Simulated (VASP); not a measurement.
**Co: relaxation of cell and atoms with PBE**

The system is Co.

```
Co
1.0
     3.22698    0.00000    0.00000
    -1.61349    2.79464    0.00000
     0.00000    0.00000    3.66731
Co
3
Direct
  0.21700 0.00000 0.16667
  0.00000 0.21700 0.83333
  0.78300 0.78300 0.50000
```

```yaml
Program: VASP 6.6.1
Task: relaxation of cell and atoms
Functional: PBE
Potentials_or_basis: VASP PAW PBE potentials, release 64 (Co_sv)
Cutoff: 690 eV
k_mesh: 6 × 6 × 6
Occupations: gaussian, width 0.1 eV
Spin: no spin polarisation
Dipole_correction: no
Further_INCAR_settings: ALGO = Normal; EDIFF = 1e-07; IBRION = 2; EDIFFG = -0.04; NSW = 90; ISIF = 3
```

```yaml
Relaxed_volume: 10.48 Å³/atom
Relaxed_cell: a = 3.884 Å, b = 3.884 Å, c = 2.405 Å, α = 90.00°, β = 90.00°, γ = 120.00°
Space_group_after_relaxing_to_0.1_Å: Im-3m (No. 229)
Pressure_after_relaxing: 0.1 GPa
Largest_force_after_relaxing: 0.007 eV/Å
Band_gap_on_the_k_mesh: zero (an odd number of electrons rules out a gap without spin polarisation)
```

Forces on the atoms (eV/Å):
```
Co   0.007  0.000  0.000
Co  -0.004  0.006  0.000
Co  -0.004 -0.006  0.000
```

Stress tensor (GPa, compression positive):
```
 0.19  0.00  0.00
 0.00  0.19  0.00
 0.00  0.00 -0.17
```

Final structure:
```cif
data_structure
_symmetry_space_group_name_H-M 'P 1'
_symmetry_Int_Tables_number 1
_cell_length_a 3.8844
_cell_length_b 3.8844
_cell_length_c 2.4050
_cell_angle_alpha 90.000
_cell_angle_beta 90.000
_cell_angle_gamma 120.000
_cell_volume 31.43
loop_
_atom_site_label
_atom_site_type_symbol
_atom_site_fract_x
_atom_site_fract_y
_atom_site_fract_z
_atom_site_occupancy
Co1 Co 0.33314 0.00000 0.16667 1
Co2 Co 0.00000 0.33314 0.83333 1
Co3 Co 0.66686 0.66686 0.50000 1
```

Levels at points of the mesh, in eV from the Fermi level:
```csv
k point,band 22,band 23,band 24,band 25,band 26,band 27,band 28,band 29,band 30
"(0.00, 0.00, 0.00)",-1.76,-0.27,-0.27,-0.12,-0.12,-0.12,-0.12,7.22,7.23
"(0.50, 0.00, 0.00)",-0.67,-0.31,-0.14,-0.14,-0.08,0.08,0.08,0.37,0.94
"(0.00, 0.00, 0.50)",-0.14,-0.14,-0.14,0.61,0.67,0.67,2.37,2.37,10.25
"(0.50, 0.00, 0.50)",-0.48,-0.30,-0.04,0.24,0.34,0.34,0.92,4.34,4.35
```

Wall time 19 min on 1 thread of Intel(R) Xeon(R) Platinum 8259CL CPU @ 2.50GHz (Skylake/Cascade Lake) (shared host), peak memory 0.19 GiB.

Caveat: the k points lie up to 0.44 Å⁻¹ apart in the final cell, too coarse for converged energies and pressures of a metal; the highest band is partly filled, so the run has too few bands; a cell axis changed by over 15 % at a fixed basis, so the end point is rough; the run has no spin polarisation, though such a crystal can be magnetic. Spin polarisation is off, so any magnetic state and its effect on volume and gap are missing.
